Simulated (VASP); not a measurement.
Wanted: the native input for a VASP 6.6.1 run.

- Task: single point
- Functional: b88 exchange, pbesol correlation
- Potentials or basis: VASP PAW PBE potentials, release 64 (Si)
- Cutoff: 500 eV
- k mesh: 15 × 15 × 14
- Occupations: gaussian, width 0.01 eV
- Spin: no spin polarisation
- Dipole correction: no
- Further INCAR settings: ALGO = Normal; EDIFF = 1e-06; NBANDS = 8

The structure of Si lies in POSCAR:

```
Si
1.0
    2.5100397574      0.0000000000      0.0000000000
   -1.2550198787      2.1737580004      0.0000000000
    0.0000000000      0.0000000000      2.3570733456
Si
1
Direct
    0.0000000000      0.0000000000      0.0000000000
```

This isn't the form of Si at room conditions, which is diamond.

The input as run:

INCAR

```
PREC = Accurate
ENCUT = 500
EDIFF = 1E-6
ISMEAR = 0
SIGMA = 0.01
LREAL = F
LASPH = T
NELM = 120
ALGO = Normal
ISIF = 2
LWAVE = F
LCHARG = T
GGA = LIBXC
LIBXC1 = GGA_X_B88
LIBXC2 = GGA_C_PBE_SOL
LELF = T
LVHAR = T
NBANDS = 8
GGA_COMPAT = F
```

KPOINTS

```
Automatic mesh
0
Gamma
  15 15 14
```

Potentials or basis: VASP PAW PBE potentials, release 64 (Si).

The run is started by

```sh
$ cat potpaw_PBE.64/Si/POTCAR > POTCAR
$ mpirun -np 1 vasp_std > vasp.out
```

Results of the run:

```
Pressure               : 27.4 GPa
Band gap on the k mesh : zero (bands 2 and 3 overlap by 12.80 eV)
```

Caveat: the cell stands under pressure; the PAW data sets were made with another functional, which shifts forces and pressure a little.

Run time: 6.1 s on 1 thread of Intel(R) Xeon(R) 6975P-C (Granite Rapids), on a shared host, peak memory 0.12 GiB.
